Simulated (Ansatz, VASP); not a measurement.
# Ti3Al: VASP beside Ansatz

The input INCAR:

```
ALGO = Normal
EDIFF = 1E-6
ENCUT = 520
GGA = PE
ISIF = 2
ISMEAR = 0
IVDW = 12
LASPH = True
LCHARG = True
LELF = True
LREAL = False
LVHAR = True
LWAVE = False
NBANDS = 28
NELM = 60
PREC = Accurate
SIGMA = 0.1
```

KPOINTS

```
k-points
0
Gamma
  6 6 6
```

Contents of POSCAR:

```
Ti3Al
1.0
    0.0000000000      3.2317810000      3.2317810000
    3.2317810000      0.0000000000      3.2317810000
    3.2317810000      3.2317810000      0.0000000000
Ti Al
3 1
Direct
    0.7500000000      0.7500000000      0.7500000000
    0.2500000000      0.2500000000      0.2500000000
    0.0000000000      0.0000000000      0.0000000000
    0.5000000000      0.5000000000      0.5000000000
```

Input for Ansatz:

```yaml
crystal:
  lattice:
    - [0.0, 3.231781, 3.231781]
    - [3.231781, 0.0, 3.231781]
    - [3.231781, 3.231781, 0.0]
  atoms:
    - { symbol: Ti, position: [0.75, 0.75, 0.75] }
    - { symbol: Ti, position: [0.25, 0.25, 0.25] }
    - { symbol: Ti, position: [0.0, 0.0, 0.0] }
    - { symbol: Al, position: [0.5, 0.5, 0.5] }
basis:
  ecutwfc: 420
kpoints:
  mp_grid: { grid: [6, 6, 6] }
hamiltonian:
  xc: pbe
  dispersion: d3bj
  pseudopotentials: { kind: paw, azcp: { folder: soft_1 } }
scf:
  occupations: { method: gaussian, width: 0.1 }
output:
  forces: true
  stress: true
  eigenvalues: true
```

Alike in both runs: task single point; functional PBE; dispersion D3(BJ); k mesh 6 × 6 × 6; occupations gaussian, width 0.1 eV; no spin polarisation.

```csv
,VASP,Ansatz
version,VASP 6.6.1,Ansatz 0.2.0
potentials or method,"VASP PAW PBE potentials, release 64 (Ti_sv, Al), cutoff 520 eV","scalar-relativistic, plane waves, PAW"
valence electrons in the cell,39,39
```

VASP gave:

| Item | Value |
| --- | --- |
| gap on the k mesh at the Fermi level (eV) | none |
| pressure (GPa) | -6.6 |

Question: Which values does Ansatz return?

Answer: gap on the k mesh at the Fermi level (eV): none; pressure (GPa): -6.5.

A gap of «none» marks a metal or a gap that the smearing closes.
